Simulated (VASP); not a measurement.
# Ag (Im-3m) in VASP: single point with PBE

Aim: the single point of Ag with PBE.

Program: VASP 6.6.1. These are calculated values, not measurements. Logs are shortened: lines on timing, memory, paths and dates and some standing lists are left out, and cuts for length are marked.

## Step 1: The cell of the first run

The structure is cubic, space group Im-3m (No. 229). Conventional cell: a = 3.299 Å, b = 3.299 Å, c = 3.299 Å, α = 90.00°, β = 90.00°, γ = 90.00°. Within 3.8 Å of Ag (site symmetry m-3m) lie 14 Ag at 2.86 to 3.30 Å.

## Step 2: Single point, PBE

Contents of INCAR:

```
ALGO     = Normal         # electronic algorithm
EDIFF    = 1E-6           # SCF threshold, eV
ENCUT    = 520            # plane-wave cutoff, eV
GGA      = PE             # functional
ISIF     = 2              # what is computed and relaxed
ISMEAR   = -1             # smearing method
LASPH    = T              # aspherical terms in the spheres
LCHARG   = F              # write CHGCAR
LREAL    = F              # projectors in reciprocal space
LWAVE    = F              # write WAVECAR
NBANDS   = 12             # bands
NELM     = 100            # most SCF steps
PREC     = Accurate       # precision mode
SIGMA    = 0.13605693000000002 # smearing width, eV
```

Contents of KPOINTS:

```
k-points
0
Gamma
  14 14 14
```

Contents of POSCAR:

```
Ag
1.0
   -1.6494947948      1.6494947948      1.6494947948
    1.6494947948     -1.6494947948      1.6494947948
    1.6494947948      1.6494947948     -1.6494947948
Ag
1
Direct
    0.0000000000      0.0000000000      0.0000000000
```

Potentials or basis: VASP PAW PBE potentials, release 64 (Ag).

Run with:

```bash
$ cat potpaw_PBE.64/Ag/POTCAR > POTCAR
$ mpirun -np 1 vasp_std > vasp.out
```

OUTCAR:

```text
EDIFF = 1E-6
   ENCUT = 520
   GGA = PE
   ISIF = 2
   ISMEAR = -1
   LASPH = T
   LREAL = F
   NELM = 100
   PREC = Accurate

 ion  position               nearest neighbor table
   1  0.000  0.000  0.000-

  LATTYP: Found a body centered cubic cell.
 ALAT       =     3.2989895896

  Lattice vectors:

 A1 = (  -1.6494947948,   1.6494947948,   1.6494947948)
 A2 = (   1.6494947948,  -1.6494947948,   1.6494947948)
 A3 = (   1.6494947948,   1.6494947948,  -1.6494947948)

Analysis of symmetry for initial positions (statically):
=====================================================================
 Subroutine PRICEL returns:
 Original cell was already a primitive cell.

 Routine SETGRP: Setting up the symmetry group for a
 body centered cubic supercell.

 Subroutine GETGRP returns: Found 48 space group operations
 (whereof 48 operations were pure point group operations)
 out of a pool of 48 trial point group operations.

The static configuration has the point symmetry O_h .

Analysis of symmetry for dynamics (positions and initial velocities):
=====================================================================
 Subroutine PRICEL returns:
 Original cell was already a primitive cell.

 Routine SETGRP: Setting up the symmetry group for a
 body centered cubic supercell.

 Subroutine GETGRP returns: Found 48 space group operations
 (whereof 48 operations were pure point group operations)
 out of a pool of 48 trial point group operations.

The dynamic configuration has the point symmetry O_h .

 Subroutine INISYM returns: Found 48 space group operations
 (whereof 48 operations are pure point group operations),
 and found     1 'primitive' translations

----------------------------------------------------------------------------------------

                                     Primitive cell

  volume of cell :      17.9520

  direct lattice vectors                    reciprocal lattice vectors
    -1.649494795  1.649494795  1.649494795     0.000000000  0.303123115  0.303123115
     1.649494795 -1.649494795  1.649494795     0.303123115  0.000000000  0.303123115
     1.649494795  1.649494795 -1.649494795     0.303123115  0.303123115  0.000000000

  length of vectors
     2.857008791  2.857008791  2.857008791     0.428680820  0.428680820  0.428680820

  position of ions in fractional coordinates (direct lattice)
     0.000000000  0.000000000  0.000000000

  ion indices of the primitive-cell ions
   primitive index   ion index
                 1           1

----------------------------------------------------------------------------------------

 KPOINTS: k-points

Automatic generation of k-mesh.
 Grid dimensions read from file:
 generate k-points for:   14   14   14

 Generating k-lattice:

  Cartesian coordinates                     Fractional coordinates (reciprocal lattice)
     0.000000000  0.021651651  0.021651651     0.071428571  0.000000000  0.000000000
     0.021651651  0.000000000  0.021651651     0.000000000  0.071428571  0.000000000
     0.021651651  0.021651651  0.000000000     0.000000000  0.000000000  0.071428571

  Length of vectors
     0.030620059  0.030620059  0.030620059

  Shift w.r.t. Gamma in fractional coordinates (k-lattice)
     0.000000000  0.000000000  0.000000000

 Subroutine IBZKPT returns following result:
 ===========================================

 Found    104 irreducible k-points:

 Following reciprocal coordinates:
            Coordinates               Weight
  0.000000  0.000000  0.000000      1.000000
  0.071429  0.000000  0.000000     12.000000
  0.142857  0.000000  0.000000     12.000000
  0.214286  0.000000  0.000000     12.000000
  0.285714  0.000000  0.000000     12.000000
  0.357143  0.000000  0.000000     12.000000
[... 16 lines left out ...]
  0.285714  0.285714  0.000000     24.000000
  0.357143  0.285714 -0.000000     24.000000
 [... further k-points ...]
   k-points           NKPTS =    104   k-points in BZ     NKDIM =    104   number of bands    NBANDS=     12
   number of dos      NEDOS =    301   number of ions     NIONS =      1
   total plane-waves  NPLWV =  13824
   dimension x,y,z NGX =    24 NGY =   24 NGZ =   24
   dimension x,y,z NGXF=    48 NGYF=   48 NGZF=   48
   ions per type =               1
   NGX,Y,Z   is equivalent  to a cutoff of  13.97, 13.97, 13.97 a.u.
   NGXF,Y,Z  is equivalent  to a cutoff of  27.93, 27.93, 27.93 a.u.
 SYSTEM =  unknown system
   PREC   = accura    normal or accurate (medium, high low for compatibility)
   ISTART =      0    job   : 0-new  1-cont  2-samecut
   ICHARG =      2    charge: 1-file 2-atom 10-const
   ISPIN  =      1    spin polarized calculation?
   LNONCOLLINEAR =      F non collinear calculations
   LSORBIT =      F    spin-orbit coupling
   LASPH  =      T    aspherical Exc in radial PAW
   ENCUT  =  520.0 eV  38.22 Ry    6.18 a.u.   5.31  5.31  5.31*2*pi/ulx,y,z
   NELM   =    100;   NELMIN=  2; NELMDL= -5     # of ELM steps
   EDIFF  = 0.1E-05   stopping-criterion for ELM
   LREAL  =      F    real-space projection
   EDIFFG = 0.1E-04   stopping-criterion for IOM
   NSW    =      0    number of steps for IOM
   IBRION =     -1    ionic relax: 0-MD 1-quasi-New 2-CG
   NFREE  =      0    steps in history (QN), initial steepest desc. (CG)
   ISIF   =      2    stress and relaxation
   ISYM   =      2    0-nonsym 1-usesym 2-fastsym
   POTIM  = 0.5000    time-step for ionic-motion
   TEBEG  =    0.0;   TEEND  =   0.0 temperature during run
   PSTRESS=    0.0 pullay stress
   NELECT =      11.0000    total number of electrons
   NUPDOWN=      -1.0000    fix difference up-down
   EMIN   =  10.00;   EMAX   =-10.00  energy-range for DOS
   EFERMI =   0.00;   METHOD = LEGACY
   ISMEAR =    -1;   SIGMA  =   0.14  broadening in eV -4-tet -1-fermi 0-gaus
   EFERMI_NEDOS =   21; number of points for ismear=-14 and -15
   IALGO  =     38    algorithm
   IMIX   =      4    mixing-type and parameters
     AMIX     =   0.40;   BMIX     =  1.00
     AMIX_MAG =   1.60;   BMIX_MAG =  1.00
  volume/ion in A,a.u.               =      17.95       121.15
  Fermi-wavevector in a.u.,A,eV,Ry     =   1.390491  2.627647 26.306383  1.933465
  Thomas-Fermi vector in A             =   2.514421
   LORBIT       =      0    0 simple, 1 ext, 2 COOP (PROOUT), +10 PAW based schemes
   GGA     = PE    functional components
   LHFCALC =     F    Hartree Fock is set to
   AEXX    =    0.0000 exact exchange contribution
   IVDW    =     0    specifies the selected vdW correction
   LEPSILON=     F    determine dielectric tensor
   LRPA    =     F    only Hartree local field effects (RPA)
 non-spin polarized calculation
  energy-cutoff  :      520.00
  volume of cell :       17.95
 maximum number of plane-waves:       496
 NGX is ok and might be reduce to    24
   NGX = 11   NGY = 11   NGZ = 11

 number of electron      11.0000003 magnetization

 Free energy of the ion-electron system (eV)
  ---------------------------------------------------
  ext. energy  EPLUGINS =         0.00000000
  ---------------------------------------------------
  free energy    TOTEN  =        -2.69043660 eV

  energy without entropy =       -2.66767640  energy(sigma->0) =       -2.67905650

 E-fermi :   7.7758     XC(G=0): -11.9043

 val. band max:        7.7166854784   @ k =  -0.3571   0.4286   0.1429
 cond. band min:       7.7938449506   @ k =   0.5000   0.0000   0.0000
 fundamental gap:      0.0771594722
 Fermi energy:         7.7758123038

 k-point     1 :       0.0000    0.0000    0.0000
  band No.  band energies     occupation
      1       0.3455      2.00000
      2       3.0004      2.00000
      3       3.0004      2.00000
      4       3.0004      2.00000
      5       4.2255      2.00000
      6       4.2255      2.00000
      7      25.5309      0.00000
      8      25.5309      0.00000
      9      25.5309      0.00000
     10      31.0630      0.00000
     11      31.0630      0.00000
     12      31.0630      0.00000

 k-point     2 :       0.0714    0.0000    0.0000
  band No.  band energies     occupation
      1       0.5070      2.00000
      2       2.9625      2.00000
      3       3.0071      2.00000
      4       3.0894      2.00000
      5       4.1847      2.00000
      6       4.2282      2.00000
      7      25.0635      0.00000
      8      25.4601      0.00000
      9      25.6280      0.00000
     10      29.4884      0.00000
     11      29.5011      0.00000
     12      30.0614      0.00000

 k-point     3 :       0.1429    0.0000    0.0000
  band No.  band energies     occupation
      1       0.9596      2.00000
      2       2.8578      2.00000
      3       3.0374      2.00000
      4       3.3464      2.00000
      5       4.0977      2.00000
      6       4.2372      2.00000
      7      23.3937      0.00000
      8      24.9242      0.00000
      9      25.8904      0.00000
     10      28.2009      0.00000
     11      28.2015      0.00000
     12      28.7788      0.00000
[... 286 lines left out ...]
 k-point    23 :       0.2857    0.2857    0.0000
  band No.  band energies     occupation
      1       2.1889      2.00000
      2       2.7279      2.00000
      3       3.2854      2.00000
      4       4.1922      2.00000
      5       4.4673      2.00000
      6       9.7695      0.00000
      7      13.9311      0.00000
      8      14.3563      0.00000
      9      21.6875      0.00000
     10      28.0207      0.00000
     11      29.7005      0.00000
     12      35.5573      0.00000

 k-point    24 :       0.3571    0.2857   -0.0000
  band No.  band energies     occupation
      1       2.1935      2.00000
      2       2.8058      2.00000
      3       3.1987      2.00000
      4       4.2681      2.00000
      5       4.4302      2.00000
      6      11.4316      0.00000
      7      12.2776      0.00000
      8      13.9317      0.00000
      9      21.6167      0.00000
     10      28.3912      0.00000
     11      29.3238      0.00000
     12      35.3417      0.00000

 [... further k-points ...]

------------------------ aborting loop because EDIFF is reached ----------------------------------------

  FORCE on cell =-STRESS in cart. coord.  units (eV):
  Direction    XX          YY          ZZ          XY          YZ          ZX
  --------------------------------------------------------------------------------------
  -------------------------------------------------------------------------------------
  Total        0.0188680      0.0188680      0.0188680      0.0000000      0.0000000      0.0000000
  in kB        1.6839292      1.6839292      1.6839292      0.0000000      0.0000000      0.0000000
  external PRESSURE =       1.6839292 kB  Pullay stress =       0.0000000 kB

 VOLUME and BASIS-vectors are now :
 -----------------------------------------------------------------------------
  energy-cutoff  :      520.00
  volume of cell :       17.95
      direct lattice vectors                 reciprocal lattice vectors
    -1.649494795  1.649494795  1.649494795     0.000000000  0.303123115  0.303123115
     1.649494795 -1.649494795  1.649494795     0.303123115  0.000000000  0.303123115
     1.649494795  1.649494795 -1.649494795     0.303123115  0.303123115  0.000000000

 POSITION                                       TOTAL-FORCE (eV/Angst)
 -----------------------------------------------------------------------------------
      0.00000      0.00000      0.00000         0.000000     -0.000000      0.000000
 -----------------------------------------------------------------------------------
    total drift:                                0.000000      0.000000     -0.000000

  FREE ENERGIE OF THE ION-ELECTRON SYSTEM (eV)
  ---------------------------------------------------
  free  energy   TOTEN  =        -2.6904365963 eV

  energy  without entropy=       -2.6676764018  energy(sigma->0) =       -2.67905650
```

Run time: 6.1 s. Hardware: 1 thread of Intel Xeon 6975P-C (Granite Rapids), shared host; peak memory 0.15 GiB.

Results:

| Quantity | Value |
| --- | --- |
| Free energy | -2.6904 eV |
| Pressure | 0.2 GPa |

Levels at points of the mesh, in eV from the Fermi level:
```csv
k point,band 2,band 3,band 4,band 5,band 6,band 7,band 8,band 9
"(0.00, 0.00, 0.00)",-4.78,-4.78,-4.78,-3.55,-3.55,17.76,17.76,17.76
"(0.50, 0.00, 0.00)",-5.49,-3.60,-3.44,-2.63,0.02,3.83,13.12,14.01
"(0.50, 0.50, 0.50)",-6.08,-2.85,-2.85,-2.85,6.73,6.73,6.73,12.09
```
